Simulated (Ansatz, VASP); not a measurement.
**K: VASP beside Ansatz**

```
K
1.0
    -2.64171    2.64171    2.64171
     2.64171   -2.64171    2.64171
     2.64171    2.64171   -2.64171
K
1
Cartesian
  0.0000 0.0000 0.0000
```

Alike in both runs: task single point; functional PBE; k mesh 9 × 9 × 9; occupations fermi-dirac, width 0.6 eV; no spin polarisation.

|  | VASP | Ansatz |
| --- | --- | --- |
| version | VASP 6.6.1 | Ansatz 0.2.0 |
| potentials or method | VASP PAW PBE potentials, release 64 (K_sv), cutoff 520 eV | plane waves (420 eV) with PAW, scalar-relativistic |
| valence electrons in the cell | 9 | 9 |

|  | VASP | Ansatz | Ansatz less VASP |
| --- | --- | --- | --- |
| pressure (GPa) | 0.3 | 0.4 | +0.01 |

The functional is the same, so the differences come from potentials, cutoffs and numerics.
